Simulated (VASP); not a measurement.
# NaF (Villiaumite) (Fm-3m) in VASP: further runs, part 2 of 2

VASP 6.6.1. The steps go on from the part before.

## Step 4: Relaxation of cell and atoms, PBEsol, target pressure 5 GPa, at which the enthalpy is minimised

This run uses another cell than the first one, of 12.49 Å³/atom, 1.007 times its volume.

The input, INCAR:

```
SYSTEM = NaF
ALGO = Normal ; EDIFF = 1E-7
EDIFFG = -0.01 ; ENCUT = 600
GGA = PS ; GGA_COMPAT = .FALSE.
IBRION = 2 ; ISIF = 3
ISMEAR = -1 ; LASPH = .TRUE.
LCHARG = .FALSE. ; LREAL = .FALSE.
LWAVE = .FALSE. ; NELM = 120
NELMIN = 4 ; NSW = 80
PREC = Accurate ; PSTRESS = 50.0
SIGMA = 0.05
```

The input, KPOINTS:

```
k-points
0
G
  10 10 10
  0 0 0
```

The input, POSCAR:

```
NaF
1.0
    0.0000000000      2.3200000000      2.3200000000
    2.3200000000      0.0000000000      2.3200000000
    2.3200000000      2.3200000000      0.0000000000
Na F
1 1
Direct
    0.0000000000      0.0000000000      0.0000000000
    0.5000000000      0.5000000000      0.5000000000
```

Potentials or basis: VASP PAW PBE potentials, release 64 (Na_pv, F).

Run with:

```
cat potpaw_PBE.64/Na_pv/POTCAR potpaw_PBE.64/F/POTCAR > POTCAR
mpirun -np 1 vasp_std > vasp.out
```

OUTCAR:

```text
SYSTEM = NaF
   EDIFF = 1E-7
   EDIFFG = -0.01
   ENCUT = 600
   GGA = PS
   IBRION = 2
   ISIF = 3
   ISMEAR = -1
   LASPH = .TRUE.
   LREAL = .FALSE.
   NELM = 120
   NELMIN = 4
   NSW = 80
   PREC = Accurate
   PSTRESS = 50.0

 ion  position               nearest neighbor table
   1  0.000  0.000  0.000-   2 2.32   2 2.32   2 2.32   2 2.32   2 2.32   2 2.32
   2  0.500  0.500  0.500-   1 2.32   1 2.32   1 2.32   1 2.32   1 2.32   1 2.32

  LATTYP: Found a face centered cubic cell.
 ALAT       =     4.6400000000

  Lattice vectors:

 A1 = (   0.0000000000,   2.3200000000,   2.3200000000)
 A2 = (   2.3200000000,   0.0000000000,   2.3200000000)
 A3 = (   2.3200000000,   2.3200000000,   0.0000000000)

Analysis of symmetry for initial positions (statically):
[... 181 lines left out ...]
 Fermi energy:        -1.1299782217

 k-point     1 :       0.0000    0.0000    0.0000
  band No.  band energies     occupation
      1     -21.2466      2.00000
      2     -20.9746      2.00000
      3     -20.9746      2.00000
      4     -20.9746      2.00000
      5      -2.1958      2.00000
      6      -2.1958      2.00000
      7      -2.1958      2.00000
      8       3.9471      0.00000
      9      16.6228      0.00000
     10      16.6228      0.00000
     11      16.6228      0.00000
[... 435 lines left out ...]
--------------------------------------- Ionic step        4  -------------------------------------------

 number of electron      14.0000000 magnetization

 Free energy of the ion-electron system (eV)
  ---------------------------------------------------
  ext. energy  EPLUGINS =         0.00000000
  ---------------------------------------------------
  free energy    TOTEN  =        -8.74231362 eV

  energy without entropy =       -8.74231362  energy(sigma->0) =       -8.74231362

 E-fermi :  -0.7504     XC(G=0):  -9.7898

 val. band max:       -1.7697263608   @ k =   0.0000   0.0000   0.0000
 cond. band min:       4.8859294704   @ k =   0.0000   0.0000   0.0000
 fundamental gap:      6.6556558312
 Fermi energy:        -0.7503662554

 k-point     1 :       0.0000    0.0000    0.0000
  band No.  band energies     occupation
      1     -20.9914      2.00000
      2     -20.2811      2.00000
      3     -20.2811      2.00000
      4     -20.2811      2.00000
      5      -1.7697      2.00000
      6      -1.7697      2.00000
      7      -1.7697      2.00000
      8       4.8859      0.00000
      9      17.7018      0.00000
     10      17.7018      0.00000
     11      17.7018      0.00000
[... 355 lines left out ...]
  energy  without entropy=       -8.7423136186  energy(sigma->0) =       -8.74231362

  enthalpy is  TOTEN    =        -8.0324032780 eV   P V=        0.7099103407

 reached required accuracy - stopping structural energy minimisation
```

It took 82 s on 1 thread of Intel Xeon 8259CL, shared host; peak memory 0.16 GiB.

Results:

- Free energy: -8.7423 eV
- Relaxed volume: 11.37 Å³/atom
- Relaxed cell: a = 3.180 Å, b = 3.180 Å, c = 3.180 Å, α = 60.00°, β = 60.00°, γ = 60.00°
- Space group after relaxing (to 0.05 Å): Fm-3m (No. 225)
- Energy change on relaxing (the enthalpy is what falls): +14.2 meV/atom
- Ionic steps: 4
- Pressure after relaxing: 5.0 GPa
- Band gap on the k mesh: 6.66 eV, direct

The path:
```
step  energy change (eV)  largest force (eV/Å)  pressure (GPa)  volume (Å³)
   1              0.0000                0.0000           -0.43        24.97
   2              0.0106                0.0000            2.91        23.48
   3              0.0265                0.0000            4.81        22.81
   4              0.0284                0.0000            5.02        22.75
```

Final structure:
```
CELL_PARAMETERS angstrom
0.00000 2.24891 2.24891
2.24891 0.00000 2.24891
2.24891 2.24891 0.00000
ATOMIC_POSITIONS crystal
Na 0.00000 0.00000 0.00000
F 0.50000 0.50000 0.50000
```

Levels at points of the mesh, in eV from the valence-band top:
```tsv
k point	band 3	band 4	band 5	band 6	band 7	band 8	band 9	band 10	band 11
(0.00, 0.00, 0.00)	-18.51	-18.51	0.00	0.00	0.00	6.66	19.47	19.47	19.47
(0.50, 0.00, 0.00)	-18.53	-17.76	-1.83	-0.31	-0.31	11.16	13.10	20.96	20.96
(0.50, 0.50, 0.00)	-18.59	-18.59	-1.44	-0.45	-0.45	13.38	13.73	14.43	20.82
```

Caveat: the cell is relaxed towards a set pressure, so the enthalpy falls and the energy may rise; the PAW data sets were made with another functional, which shifts forces and pressure a little. Expect the measured gap to be larger: semilocal functionals such as PBEsol lack the derivative discontinuity.

## Step 5: Relaxation of cell and atoms, PBEsol, target pressure 10 GPa, at which the enthalpy is minimised

This run uses another cell than the first one, of 12.49 Å³/atom, 1.007 times its volume.

The input, INCAR:

```
  PREC = Accurate
  ENCUT = 600
  EDIFF = 1E-7
  ISMEAR = -1
  SIGMA = 0.05
  LREAL = F
  LASPH = T
  NELM = 120
  ALGO = Normal
  ISIF = 3
  LWAVE = F
  LCHARG = F
  GGA = PS
  IBRION = 2
  NSW = 80
  EDIFFG = -0.01
  PSTRESS = 100.0
  GGA_COMPAT = F
  NELMIN = 4
```

The input, KPOINTS:

```
Automatic mesh
0
Gamma
  10 10 10
```

POSCAR is that of step 4.

Potentials or basis: VASP PAW PBE potentials, release 64 (Na_pv, F).

Run with:

```
cat potpaw_PBE.64/Na_pv/POTCAR potpaw_PBE.64/F/POTCAR > POTCAR
mpirun -np 1 vasp_std > vasp.out
```

OUTCAR:

```text
PREC = Accurate
   ENCUT = 600
   EDIFF = 1E-7
   ISMEAR = -1
   LREAL = F
   LASPH = T
   NELM = 120
   ISIF = 3
   GGA = PS
   IBRION = 2
   NSW = 80
   EDIFFG = -0.01
   PSTRESS = 100.0
   NELMIN = 4

 ion  position               nearest neighbor table
   1  0.000  0.000  0.000-   2 2.32   2 2.32   2 2.32   2 2.32   2 2.32   2 2.32
   2  0.500  0.500  0.500-   1 2.32   1 2.32   1 2.32   1 2.32   1 2.32   1 2.32

  LATTYP: Found a face centered cubic cell.
 ALAT       =     4.6400000000

  Lattice vectors:

 A1 = (   0.0000000000,   2.3200000000,   2.3200000000)
 A2 = (   2.3200000000,   0.0000000000,   2.3200000000)
 A3 = (   2.3200000000,   2.3200000000,   0.0000000000)

Analysis of symmetry for initial positions (statically):
[... 163 lines left out ...]

--------------------------------------- Ionic step        1  -------------------------------------------

 number of electron      14.0000006 magnetization

 Free energy of the ion-electron system (eV)
  ---------------------------------------------------
  ext. energy  EPLUGINS =         0.00000000
  ---------------------------------------------------
  free energy    TOTEN  =        -8.77068611 eV

  energy without entropy =       -8.77068611  energy(sigma->0) =       -8.77068611

 E-fermi :  -1.1300     XC(G=0):  -9.3142

 val. band max:       -2.1957558335   @ k =   0.0000   0.0000   0.0000
 cond. band min:       3.9470821185   @ k =   0.0000   0.0000   0.0000
 fundamental gap:      6.1428379520
 Fermi energy:        -1.1299782217
[... 794 lines left out ...]
--------------------------------------- Ionic step        4  -------------------------------------------

 number of electron      14.0000001 magnetization

 Free energy of the ion-electron system (eV)
  ---------------------------------------------------
  ext. energy  EPLUGINS =         0.00000000
  ---------------------------------------------------
  free energy    TOTEN  =        -8.67998698 eV

  energy without entropy =       -8.67998698  energy(sigma->0) =       -8.67998698

 E-fermi :  -0.3912     XC(G=0): -10.1111

 val. band max:       -1.4542653214   @ k =   0.0000   0.0000   0.0000
 cond. band min:       5.5730700804   @ k =   0.0000   0.0000   0.0000
 fundamental gap:      7.0273354018
 Fermi energy:        -0.3912022192
[... 369 lines left out ...]
  energy  without entropy=       -8.6799869815  energy(sigma->0) =       -8.67998698

  enthalpy is  TOTEN    =        -7.3443323190 eV   P V=        1.3356546625

 reached required accuracy - stopping structural energy minimisation
```

It took 79 s on 1 thread of Intel Xeon 8259CL, shared host; peak memory 0.16 GiB.

Results:

```
Free energy                                            : -8.6800 eV
Relaxed volume                                         : 10.70 Å³/atom
Relaxed cell                                           : a = 3.116 Å, b = 3.116 Å, c = 3.116 Å, α = 60.00°, β = 60.00°, γ = 60.00°
Space group after relaxing (to 0.05 Å)                 : Fm-3m (No. 225)
Energy change on relaxing (the enthalpy is what falls) : +45.3 meV/atom
Ionic steps                                            : 4
Pressure after relaxing                                : 10.1 GPa
Band gap on the k mesh                                 : 7.03 eV, direct
```

Step by step:
```csv
step,energy change (eV),largest force (eV/Å),pressure (GPa),volume (Å³)
1,0.0000,0.0000,-0.43,24.97
2,0.0508,0.0000,7.06,22.15
3,0.0866,0.0000,9.78,21.47
4,0.0907,0.0000,10.08,21.40
```

Final structure:
```cif
data_structure
_symmetry_space_group_name_H-M 'P 1'
_symmetry_Int_Tables_number 1
_cell_length_a 3.1163
_cell_length_b 3.1163
_cell_length_c 3.1163
_cell_angle_alpha 60.000
_cell_angle_beta 60.000
_cell_angle_gamma 60.000
_cell_volume 21.40
loop_
_atom_site_label
_atom_site_type_symbol
_atom_site_fract_x
_atom_site_fract_y
_atom_site_fract_z
_atom_site_occupancy
Na1 Na 0.00000 0.00000 0.00000 1
F1 F 0.50000 0.50000 0.50000 1
```

Caveat: the cell is relaxed towards a set pressure, so the enthalpy falls and the energy may rise; the PAW data sets were made with another functional, which shifts forces and pressure a little. As with any semilocal functional, this PBEsol gap is likely too small.

## Step 6: Relaxation of cell and atoms, PBEsol, target pressure 20 GPa, at which the enthalpy is minimised

This run uses another cell than the first one, of 12.49 Å³/atom, 1.007 times its volume.

The input, INCAR:

```
SYSTEM = NaF
PREC     = Accurate       ! precision mode
ENCUT    = 600            ! plane-wave cutoff, eV
EDIFF    = 1E-7           ! SCF threshold, eV
ISMEAR   = -1             ! smearing method
SIGMA    = 0.05           ! smearing width, eV
LREAL    = .FALSE.        ! projectors in reciprocal space
LASPH    = .TRUE.         ! aspherical terms in the spheres
NELM     = 120            ! most SCF steps
ALGO     = Normal         ! electronic algorithm
ISIF     = 3              ! what is computed and relaxed
LWAVE    = .FALSE.        ! write WAVECAR
LCHARG   = .FALSE.        ! write CHGCAR
GGA      = PS             ! functional
IBRION   = 2              ! ionic algorithm
NSW      = 80             ! ionic steps
EDIFFG   = -0.01          ! ionic threshold
PSTRESS  = 200.0        
GGA_COMPAT= .FALSE.      
NELMIN   = 4
```

The input, KPOINTS:

```
regular mesh
0
G
  10 10 10
  0 0 0
```

POSCAR is that of step 5.

Potentials or basis: VASP PAW PBE potentials, release 64 (Na_pv, F).

Run with:

```
cat potpaw_PBE.64/Na_pv/POTCAR potpaw_PBE.64/F/POTCAR > POTCAR
mpirun -np 1 vasp_std > vasp.out
```

OUTCAR:

```text
SYSTEM = NaF
   PREC = Accurate
   ENCUT = 600
   EDIFF = 1E-7
   ISMEAR = -1
   LREAL = .FALSE.
   LASPH = .TRUE.
   NELM = 120
   ISIF = 3
   GGA = PS
   IBRION = 2
   NSW = 80
   EDIFFG = -0.01
   PSTRESS = 200.0
   NELMIN = 4

 ion  position               nearest neighbor table
   1  0.000  0.000  0.000-   2 2.32   2 2.32   2 2.32   2 2.32   2 2.32   2 2.32
   2  0.500  0.500  0.500-   1 2.32   1 2.32   1 2.32   1 2.32   1 2.32   1 2.32

  LATTYP: Found a face centered cubic cell.
 ALAT       =     4.6400000000

  Lattice vectors:

 A1 = (   0.0000000000,   2.3200000000,   2.3200000000)
 A2 = (   2.3200000000,   0.0000000000,   2.3200000000)
 A3 = (   2.3200000000,   2.3200000000,   0.0000000000)

Analysis of symmetry for initial positions (statically):
=====================================================================
 Subroutine PRICEL returns:
 Original cell was already a primitive cell.

 Routine SETGRP: Setting up the symmetry group for a
 face centered cubic supercell.

 Subroutine GETGRP returns: Found 48 space group operations
 (whereof 48 operations were pure point group operations)
 out of a pool of 48 trial point group operations.

The static configuration has the point symmetry O_h .

Analysis of symmetry for dynamics (positions and initial velocities):
=====================================================================
 Subroutine PRICEL returns:
 Original cell was already a primitive cell.

 Routine SETGRP: Setting up the symmetry group for a
 face centered cubic supercell.

 Subroutine GETGRP returns: Found 48 space group operations
 (whereof 48 operations were pure point group operations)
 out of a pool of 48 trial point group operations.

The dynamic configuration has the point symmetry O_h .

 Subroutine INISYM returns: Found 48 space group operations
 (whereof 48 operations are pure point group operations),
 and found     1 'primitive' translations

----------------------------------------------------------------------------------------

                                     Primitive cell

  volume of cell :      24.9743

  direct lattice vectors                    reciprocal lattice vectors
[... 96 lines left out ...]
   TEBEG  =    0.0;   TEEND  =   0.0 temperature during run
   PSTRESS=  200.0 pullay stress
   NELECT =      14.0000    total number of electrons
   NUPDOWN=      -1.0000    fix difference up-down
   EMIN   =  10.00;   EMAX   =-10.00  energy-range for DOS
   EFERMI =   0.00;   METHOD = LEGACY
   ISMEAR =    -1;   SIGMA  =   0.05  broadening in eV -4-tet -1-fermi 0-gaus
   EFERMI_NEDOS =   21; number of points for ismear=-14 and -15
   IALGO  =     38    algorithm
   IMIX   =      4    mixing-type and parameters
     AMIX     =   0.40;   BMIX     =  1.00
     AMIX_MAG =   1.60;   BMIX_MAG =  1.00
  volume/ion in A,a.u.               =      12.49        84.27
  Fermi-wavevector in a.u.,A,eV,Ry     =   1.349852  2.550851 24.791186  1.822101
  Thomas-Fermi vector in A             =   2.477405
   LORBIT       =      0    0 simple, 1 ext, 2 COOP (PROOUT), +10 PAW based schemes
   GGA     = PS    functional components
   LHFCALC =     F    Hartree Fock is set to
   AEXX    =    0.0000 exact exchange contribution
   IVDW    =     0    specifies the selected vdW correction
   LEPSILON=     F    determine dielectric tensor
   LRPA    =     F    only Hartree local field effects (RPA)
 conjugate gradient relaxation of ions
 non-spin polarized calculation
  energy-cutoff  :      600.00
  volume of cell :       24.97
 maximum number of plane-waves:       869
 NGX is ok and might be reduce to    28
   NGX = 13   NGY = 13   NGZ = 13

--------------------------------------- Ionic step        1  -------------------------------------------

 number of electron      14.0000006 magnetization

 Free energy of the ion-electron system (eV)
  ---------------------------------------------------
  ext. energy  EPLUGINS =         0.00000000
  ---------------------------------------------------
  free energy    TOTEN  =        -8.77068611 eV

  energy without entropy =       -8.77068611  energy(sigma->0) =       -8.77068611

 E-fermi :  -1.1300     XC(G=0):  -9.3142

 val. band max:       -2.1957558335   @ k =   0.0000   0.0000   0.0000
 cond. band min:       3.9470821185   @ k =   0.0000   0.0000   0.0000
 fundamental gap:      6.1428379520
 Fermi energy:        -1.1299782217

 k-point     1 :       0.0000    0.0000    0.0000
  band No.  band energies     occupation
      1     -21.2466      2.00000
      2     -20.9746      2.00000
      3     -20.9746      2.00000
      4     -20.9746      2.00000
      5      -2.1958      2.00000
      6      -2.1958      2.00000
      7      -2.1958      2.00000
      8       3.9471      0.00000
      9      16.6228      0.00000
     10      16.6228      0.00000
     11      16.6228      0.00000
[... 397 lines left out ...]
--------------------------------------- Ionic step        3  -------------------------------------------

 number of electron      14.0000004 magnetization

 Free energy of the ion-electron system (eV)
  ---------------------------------------------------
  ext. energy  EPLUGINS =         0.00000000
  ---------------------------------------------------
  free energy    TOTEN  =        -8.51641220 eV

  energy without entropy =       -8.51641220  energy(sigma->0) =       -8.51641220

 E-fermi :   0.1520     XC(G=0): -10.5833

 val. band max:       -0.9486778487   @ k =   0.0000   0.0000   0.0000
 cond. band min:       6.6639026900   @ k =   0.0000   0.0000   0.0000
 fundamental gap:      7.6125805387
 Fermi energy:         0.1520139830

 k-point     1 :       0.0000    0.0000    0.0000
  band No.  band energies     occupation
      1     -20.5064      2.00000
      2     -19.0911      2.00000
      3     -19.0911      2.00000
      4     -19.0911      2.00000
      5      -0.9487      2.00000
      6      -0.9487      2.00000
      7      -0.9487      2.00000
      8       6.6639      0.00000
      9      19.5545      0.00000
     10      19.5545      0.00000
     11      19.5545      0.00000
[... 355 lines left out ...]
  energy  without entropy=       -8.5164122000  energy(sigma->0) =       -8.51641220

  enthalpy is  TOTEN    =        -6.0682251612 eV   P V=        2.4481870388

 reached required accuracy - stopping structural energy minimisation
```

OSZICAR:

```text
N       E                     dE             d eps       ncg     rms          rms(c)
DAV:   1     0.118919427478E+03    0.11892E+03   -0.87765E+03  1043   0.167E+03
DAV:   2    -0.250543342309E+01   -0.12142E+03   -0.11274E+03  1122   0.391E+02
DAV:   3    -0.946739231021E+01   -0.69620E+01   -0.69376E+01  1211   0.932E+01
[... 26 lines left out ...]
DAV:   2    -0.851645393633E+01    0.38051E-03   -0.12908E-03  1160   0.406E-01    0.463E-02
DAV:   3    -0.851642375887E+01    0.30177E-04   -0.40212E-05  1178   0.181E-01    0.226E-02
DAV:   4    -0.851641267064E+01    0.11088E-04   -0.76985E-06  1172   0.108E-01    0.279E-03
DAV:   5    -0.851641224130E+01    0.42934E-06   -0.10254E-06  1166   0.203E-02    0.709E-04
DAV:   6    -0.851641220003E+01    0.41266E-07   -0.10492E-07   574   0.726E-03
   3 F= -.60682252E+01 E0= -.60682252E+01  d E =-.415089E+00
```

Wall time 61 s (1 thread of Intel Xeon 8259CL, shared host); peak memory 0.16 GiB.

Results:

| Property | Result |
| --- | --- |
| Free energy | -8.5164 eV |
| Relaxed volume | 9.81 Å³/atom |
| Relaxed cell | a = 3.027 Å, b = 3.027 Å, c = 3.027 Å, α = 60.00°, β = 60.00°, γ = 60.00° |
| Space group after relaxing (to 0.05 Å) | Fm-3m (No. 225) |
| Energy change on relaxing (the enthalpy is what falls) | +127.1 meV/atom |
| Ionic steps | 3 |
| Pressure after relaxing | 20.0 GPa |
| Band gap on the k mesh | 7.61 eV, direct |

Step by step:
```
step  energy change (eV)  largest force (eV/Å)  pressure (GPa)  volume (Å³)
   1              0.0000                0.0000           -0.43        24.97
   2              0.2497                0.0000           19.73        19.65
   3              0.2543                0.0000           20.00        19.61
```

Final structure:
```xyz
2
Lattice="0.0000 2.1404 2.1404 2.1404 0.0000 2.1404 2.1404 2.1404 0.0000" Properties=species:S:1:pos:R:3 pbc="T T T"
Na    0.0000    0.0000    0.0000
F     2.1404    2.1404    2.1404
```

Levels at points of the mesh, in eV from the valence-band top:
| k point | band 4 | band 5 | band 6 | band 7 | band 8 | band 9 | band 10 | band 11 |
| --- | --- | --- | --- | --- | --- | --- | --- | --- |
| (0.00, 0.00, 0.00) | -18.14 | 0.00 | 0.00 | 0.00 | 7.61 | 20.50 | 20.50 | 20.50 |
| (0.50, 0.00, 0.00) | -17.28 | -2.23 | -0.42 | -0.42 | 12.14 | 14.46 | 22.64 | 22.64 |
| (0.50, 0.50, 0.00) | -18.26 | -1.69 | -0.53 | -0.53 | 13.80 | 15.08 | 16.06 | 22.94 |

Caveat: the cell is relaxed towards a set pressure, so the enthalpy falls and the energy may rise; the volume moved by over 15 % at a fixed basis, so the end points are rough; the PAW data sets were made with another functional, which shifts forces and pressure a little.

## Step 7: Summary

| task | cell | gap on the mesh (eV) | pressure (GPa) |
| --- | --- | --- | --- |
| single point | a = 3.274 Å, angles 60.0°, 2 atoms | 6.18 | -0.2 |
| relaxation of cell and atoms | relaxed from a = 3.281 Å, angles 60.0°, 2 atoms | 6.18 | -0.1 |
| relaxation of cell and atoms | relaxed to 5 GPa from a = 3.281 Å, angles 60.0°, 2 atoms | 6.66 | 5.0 |
| relaxation of cell and atoms | relaxed to 10 GPa from a = 3.281 Å, angles 60.0°, 2 atoms | 7.03 | 10.1 |
| relaxation of cell and atoms | relaxed to 20 GPa from a = 3.281 Å, angles 60.0°, 2 atoms | 7.61 | 20.0 |

Alike in all rows: level PBEsol; potentials or basis VASP PAW PBE potentials, release 64 (Na_pv, F); no spin polarisation; k mesh 10 × 10 × 10; cutoff (eV) 600; smearing fermi-dirac 0.05 eV.

Caveats: the PAW data sets were made with another functional, which shifts forces and pressure a little; the cell is relaxed towards a set pressure, so the enthalpy falls and the energy may rise (some runs); the volume moved by over 15 % at a fixed basis, so the end points are rough (some runs).

Absolute energies hang on the potentials; compare differences alone.
